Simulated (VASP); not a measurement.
# InGa2As3 (I-4m2) in VASP: single point with PBE

Aim: the single point of InGa2As3 with PBE.

Program: VASP 6.6.1. These are calculated values, not measurements. Logs are shortened: lines on timing, memory, paths and dates and some standing lists are left out, and cuts for length are marked.

### 1 The cell of the first run

The structure is tetragonal, space group I-4m2 (No. 119). Conventional cell: a = 4.158 Å, b = 4.158 Å, c = 17.766 Å, α = 90.00°, β = 90.00°, γ = 90.00°. Within 3.5 Å of In (site symmetry -4m2) lie 4 As at 2.64 Å. Within 3.3 Å of Ga (site symmetry 2mm) lie 4 As at 2.50 to 2.51 Å. Within 3.3 Å of As (site symmetry 2mm) lie 2 Ga at 2.50 Å and 2 In at 2.64 Å. Within 3.3 Å of As (site symmetry -4m2) lie 4 Ga at 2.51 Å.

### 2 Single point, PBE

The input, INCAR:

```
PREC = Accurate
ENCUT = 520
EDIFF = 1E-6
ISMEAR = 0
SIGMA = 0.1
LREAL = F
LASPH = T
NELM = 60
ALGO = Normal
ISIF = 2
LWAVE = F
LCHARG = F
GGA = PE
NBANDS = 36
```

The input, KPOINTS:

```
Automatic mesh
0
Gamma
  6 6 6
```

The input, POSCAR:

```
InGa2As3
1.0
   -2.0790793000      2.0790793000      8.8828421000
    2.0790793000     -2.0790793000      8.8828421000
    2.0790793000      2.0790793000     -8.8828421000
In Ga As
1 2 3
Direct
    0.7500000000      0.2500000000      0.5000000000
    0.4206260000      0.9206260000      0.5000000000
    0.0793740000      0.5793740000      0.5000000000
    0.8419960000      0.8419960000      0.0000000000
    0.5000000000      0.5000000000      0.0000000000
    0.1580040000      0.1580040000      0.0000000000
```

Potentials or basis: VASP PAW PBE potentials, release 64 (In_d, Ga_d, As).

Started as:

```sh
> cat potpaw_PBE.64/In_d/POTCAR potpaw_PBE.64/Ga_d/POTCAR potpaw_PBE.64/As/POTCAR > POTCAR
> mpirun -np 1 vasp_std > vasp.out
```

OUTCAR:

```text
PREC = Accurate
   ENCUT = 520
   EDIFF = 1E-6
   ISMEAR = 0
   LREAL = F
   LASPH = T
   NELM = 60
   ISIF = 2
   GGA = PE

 ion  position               nearest neighbor table
   1  0.750  0.250  0.500-   4 2.64   6 2.64   4 2.64   6 2.64
   2  0.421  0.921  0.500-   4 2.50   4 2.50   5 2.51   5 2.51
   3  0.079  0.579  0.500-   6 2.50   6 2.50   5 2.51   5 2.51
   4  0.842  0.842  0.000-   2 2.50   2 2.50   1 2.64   1 2.64
   5  0.500  0.500  0.000-   3 2.51   2 2.51   3 2.51   2 2.51
   6  0.158  0.158  0.000-   3 2.50   3 2.50   1 2.64   1 2.64

  LATTYP: Found a body centered tetragonal cell.
 ALAT       =     4.1581586000
 C/A-ratio  =     4.2724883558

  Lattice vectors:

 A1 = (  -2.0790793000,   2.0790793000,   8.8828421000)
 A2 = (   2.0790793000,  -2.0790793000,   8.8828421000)
 A3 = (   2.0790793000,   2.0790793000,  -8.8828421000)

Analysis of symmetry for initial positions (statically):
=====================================================================
 Subroutine PRICEL returns:
 Original cell was already a primitive cell.

 Routine SETGRP: Setting up the symmetry group for a
 body centered tetragonal supercell.

 Subroutine GETGRP returns: Found  8 space group operations
 (whereof  8 operations were pure point group operations)
 out of a pool of 16 trial point group operations.

The static configuration has the point symmetry D_2d.

Analysis of symmetry for dynamics (positions and initial velocities):
=====================================================================
 Subroutine PRICEL returns:
 Original cell was already a primitive cell.

 Routine SETGRP: Setting up the symmetry group for a
 body centered tetragonal supercell.

 Subroutine GETGRP returns: Found  8 space group operations
 (whereof  8 operations were pure point group operations)
 out of a pool of 16 trial point group operations.

The dynamic configuration has the point symmetry D_2d.

 Subroutine INISYM returns: Found  8 space group operations
 (whereof  8 operations are pure point group operations),
 and found     1 'primitive' translations

----------------------------------------------------------------------------------------

                                     Primitive cell

  volume of cell :     153.5869

  direct lattice vectors                    reciprocal lattice vectors
    -2.079079300  2.079079300  8.882842100     0.000000000  0.240491067  0.056288291
     2.079079300 -2.079079300  8.882842100     0.240491067  0.000000000  0.056288291
     2.079079300  2.079079300 -8.882842100     0.240491067  0.240491067  0.000000000

  length of vectors
     9.356817047  9.356817047  9.356817047     0.246990537  0.246990537  0.340105729

  position of ions in fractional coordinates (direct lattice)
     0.750000000  0.250000000  0.500000000
     0.420626000  0.920626000  0.500000000
     0.079374000  0.579374000  0.500000000
     0.841996000  0.841996000  0.000000000
     0.500000000  0.500000000  0.000000000
     0.158004000  0.158004000  0.000000000

  ion indices of the primitive-cell ions
   primitive index   ion index
                 1           1
                 2           2
                 3           3
                 4           4
                 5           5
                 6           6

----------------------------------------------------------------------------------------

 KPOINTS: Automatic mesh

Automatic generation of k-mesh.
 Grid dimensions read from file:
 generate k-points for:    6    6    6

 Generating k-lattice:

  Cartesian coordinates                     Fractional coordinates (reciprocal lattice)
     0.000000000  0.040081845  0.009381382     0.166666667 -0.000000000  0.000000000
     0.040081845  0.000000000  0.009381382    -0.000000000  0.166666667  0.000000000
     0.040081845  0.040081845  0.000000000     0.000000000  0.000000000  0.166666667

  Length of vectors
     0.041165089  0.041165089  0.056684288

  Shift w.r.t. Gamma in fractional coordinates (k-lattice)
     0.000000000  0.000000000  0.000000000

 Subroutine IBZKPT returns following result:
 ===========================================

 Found     30 irreducible k-points:

 Following reciprocal coordinates:
            Coordinates               Weight
  0.000000  0.000000  0.000000      1.000000
  0.166667  0.000000  0.000000      8.000000
  0.333333 -0.000000  0.000000      8.000000
  0.500000  0.000000  0.000000      4.000000
  0.166667  0.166667  0.000000      8.000000
  0.333333  0.166667  0.000000     16.000000
[... 16 lines left out ...]
 -0.333333 -0.333333  0.166667      8.000000
 -0.166667 -0.333333  0.166667      8.000000
 [... further k-points ...]
   k-points           NKPTS =     30   k-points in BZ     NKDIM =     30   number of bands    NBANDS=     36
   number of dos      NEDOS =    301   number of ions     NIONS =      6
   total plane-waves  NPLWV = 343000
   dimension x,y,z NGX =    70 NGY =   70 NGZ =   70
   dimension x,y,z NGXF=   140 NGYF=  140 NGZF=  140
   ions per type =               1   2   3
   NGX,Y,Z   is equivalent  to a cutoff of  12.44, 12.44, 12.44 a.u.
   NGXF,Y,Z  is equivalent  to a cutoff of  24.87, 24.87, 24.87 a.u.
 SYSTEM =  unknown system
   PREC   = accura    normal or accurate (medium, high low for compatibility)
   ISTART =      0    job   : 0-new  1-cont  2-samecut
   ICHARG =      2    charge: 1-file 2-atom 10-const
   ISPIN  =      1    spin polarized calculation?
   LNONCOLLINEAR =      F non collinear calculations
   LSORBIT =      F    spin-orbit coupling
   LASPH  =      T    aspherical Exc in radial PAW
   ENCUT  =  520.0 eV  38.22 Ry    6.18 a.u.  17.40 17.40 17.40*2*pi/ulx,y,z
   NELM   =     60;   NELMIN=  2; NELMDL= -5     # of ELM steps
   EDIFF  = 0.1E-05   stopping-criterion for ELM
   LREAL  =      F    real-space projection
   EDIFFG = 0.1E-04   stopping-criterion for IOM
   NSW    =      0    number of steps for IOM
   IBRION =     -1    ionic relax: 0-MD 1-quasi-New 2-CG
   NFREE  =      0    steps in history (QN), initial steepest desc. (CG)
   ISIF   =      2    stress and relaxation
   ISYM   =      2    0-nonsym 1-usesym 2-fastsym
   POTIM  = 0.5000    time-step for ionic-motion
   TEBEG  =    0.0;   TEEND  =   0.0 temperature during run
   PSTRESS=    0.0 pullay stress
   NELECT =      54.0000    total number of electrons
   NUPDOWN=      -1.0000    fix difference up-down
   EMIN   =  10.00;   EMAX   =-10.00  energy-range for DOS
   EFERMI =   0.00;   METHOD = LEGACY
   ISMEAR =     0;   SIGMA  =   0.10  broadening in eV -4-tet -1-fermi 0-gaus
   EFERMI_NEDOS =   21; number of points for ismear=-14 and -15
   IALGO  =     38    algorithm
   IMIX   =      4    mixing-type and parameters
     AMIX     =   0.40;   BMIX     =  1.00
     AMIX_MAG =   1.60;   BMIX_MAG =  1.00
  volume/ion in A,a.u.               =      25.60       172.74
  Fermi-wavevector in a.u.,A,eV,Ry     =   1.155460  2.183502 18.164957  1.335087
  Thomas-Fermi vector in A             =   2.292088
   LORBIT       =      0    0 simple, 1 ext, 2 COOP (PROOUT), +10 PAW based schemes
   GGA     = PE    functional components
   LHFCALC =     F    Hartree Fock is set to
   AEXX    =    0.0000 exact exchange contribution
   IVDW    =     0    specifies the selected vdW correction
   LEPSILON=     F    determine dielectric tensor
   LRPA    =     F    only Hartree local field effects (RPA)
 non-spin polarized calculation
 Gauss-broadening in eV      SIGMA  =   0.10
  energy-cutoff  :      520.00
  volume of cell :      153.59
 maximum number of plane-waves:      4157
 NGX is ok and might be reduce to    70
   NGX = 35   NGY = 35   NGZ = 35

 number of electron      54.0000003 magnetization

 Free energy of the ion-electron system (eV)
  ---------------------------------------------------
  ext. energy  EPLUGINS =         0.00000000
  ---------------------------------------------------
  free energy    TOTEN  =       -24.14575879 eV

  energy without entropy =      -24.14486020  energy(sigma->0) =      -24.14530950

 E-fermi :   3.7291     XC(G=0):  -9.1733

 val. band max:        3.7062595762   @ k =   0.0000   0.0000   0.0000
 cond. band min:       4.3866428550   @ k =  -0.1667  -0.1667   0.1667
 fundamental gap:      0.6803832789
 Fermi energy:         3.7290569005

 k-point     1 :       0.0000    0.0000    0.0000
  band No.  band energies     occupation
      1     -11.1380      2.00000
      2     -11.0969      2.00000
      3     -11.0693      2.00000
      4     -11.0693      2.00000
      5     -11.0488      2.00000
      6     -11.0488      2.00000
[... 28 lines left out ...]
     35       7.4903      0.00000
     36      10.7711      0.00000

 k-point     2 :       0.1667    0.0000    0.0000
  band No.  band energies     occupation
      1     -11.1351      2.00000
      2     -11.0964      2.00000
      3     -11.0763      2.00000
      4     -11.0678      2.00000
      5     -11.0519      2.00000
      6     -11.0502      2.00000
[... 28 lines left out ...]
     35       8.2033      0.00000
     36       9.4250      0.00000

 k-point     3 :       0.3333   -0.0000    0.0000
  band No.  band energies     occupation
      1     -11.1304      2.00000
      2     -11.1034      2.00000
      3     -11.0857      2.00000
      4     -11.0642      2.00000
      5     -11.0539      2.00000
      6     -11.0538      2.00000
[... 28 lines left out ...]
     35       8.8752      0.00000
     36       9.1840      0.00000
[... 742 lines left out ...]
 k-point    23 :      -0.3333   -0.3333    0.1667
  band No.  band energies     occupation
      1     -11.1342      2.00000
      2     -11.0951      2.00000
      3     -11.0856      2.00000
      4     -11.0631      2.00000
      5     -11.0539      2.00000
      6     -11.0500      2.00000
[... 28 lines left out ...]
     35       8.7228      0.00000
     36       8.9627      0.00000

 k-point    24 :      -0.1667   -0.3333    0.1667
  band No.  band energies     occupation
      1     -11.1357      2.00000
      2     -11.0956      2.00000
      3     -11.0762      2.00000
      4     -11.0677      2.00000
      5     -11.0520      2.00000
      6     -11.0504      2.00000
[... 28 lines left out ...]
     35       8.0341      0.00000
     36       9.2308      0.00000

 [... further k-points ...]
[... 5 lines left out ...]
  --------------------------------------------------------------------------------------
  -------------------------------------------------------------------------------------
  Total        0.2055545      0.2055545      0.0336633      0.0000000      0.0000000      0.0000000
  in kB        2.1442903      2.1442903      0.3511663      0.0000000      0.0000000      0.0000000
  external PRESSURE =       1.5465823 kB  Pullay stress =       0.0000000 kB

 VOLUME and BASIS-vectors are now :
 -----------------------------------------------------------------------------
  energy-cutoff  :      520.00
  volume of cell :      153.59
      direct lattice vectors                 reciprocal lattice vectors
    -2.079079300  2.079079300  8.882842100     0.000000000  0.240491067  0.056288291
     2.079079300 -2.079079300  8.882842100     0.240491067  0.000000000  0.056288291
     2.079079300  2.079079300 -8.882842100     0.240491067  0.240491067  0.000000000

 POSITION                                       TOTAL-FORCE (eV/Angst)
 -----------------------------------------------------------------------------------
      0.00000      2.07908      4.44142        -0.000000      0.000000     -0.000000
      2.07908      0.00000      7.47271        -0.000000      0.000000     -0.001276
      2.07908      0.00000      1.41013        -0.000000      0.000000      0.001276
      0.00000      0.00000     14.95864         0.000000     -0.000000     -0.007710
      0.00000      0.00000      8.88284        -0.000000      0.000000     -0.000000
      0.00000      0.00000      2.80705         0.000000     -0.000000      0.007710
 -----------------------------------------------------------------------------------
    total drift:                               -0.000001      0.000001      0.000000

  FREE ENERGIE OF THE ION-ELECTRON SYSTEM (eV)
  ---------------------------------------------------
  free  energy   TOTEN  =       -24.1457587920 eV

  energy  without entropy=      -24.1448602042  energy(sigma->0) =      -24.14530950
```

Run time: 7.7 min. Hardware: 1 thread of Intel Xeon Platinum 8488C (Sapphire Rapids), shared host; peak memory 0.73 GiB.

Results:

```yaml
Free_energy: -24.1458 eV
Pressure: 0.2 GPa
Largest_force: 0.008 eV/Å
Band_gap_on_the_k_mesh: zero (filled and empty bands touch)
```

Forces in eV/Å, atoms in the order of the input:
```
In   0.000  0.000  0.000
Ga   0.000  0.000 -0.001
Ga   0.000  0.000  0.001
As   0.000  0.000 -0.008
As   0.000  0.000  0.000
As   0.000  0.000  0.008
```

Stress tensor (GPa, compression positive):
```
0.21 0.00 0.00
0.00 0.21 0.00
0.00 0.00 0.04
```

Levels at points of the mesh, in eV from the Fermi level:
```tsv
k point	band 23	band 24	band 25	band 26	band 27	band 28	band 29	band 30	band 31	band 32
(0.00, 0.00, 0.00)	-1.82	-1.82	-0.25	-0.14	-0.02	-0.02	1.55	1.63	2.41	2.78
(0.50, 0.00, 0.00)	-2.49	-1.32	-1.30	-1.09	-0.69	0.70	1.90	2.42	4.18	4.57
(0.50, 0.50, 0.00)	-2.97	-2.89	-2.88	-2.43	-2.41	1.51	1.71	3.04	3.19	3.24
(0.50, 0.50, 0.50)	-2.49	-1.11	-1.11	-0.69	-0.69	1.39	1.56	2.15	2.55	2.69
```

Caveat: spin-orbit coupling is left out, which moves the levels of the heavy elements.
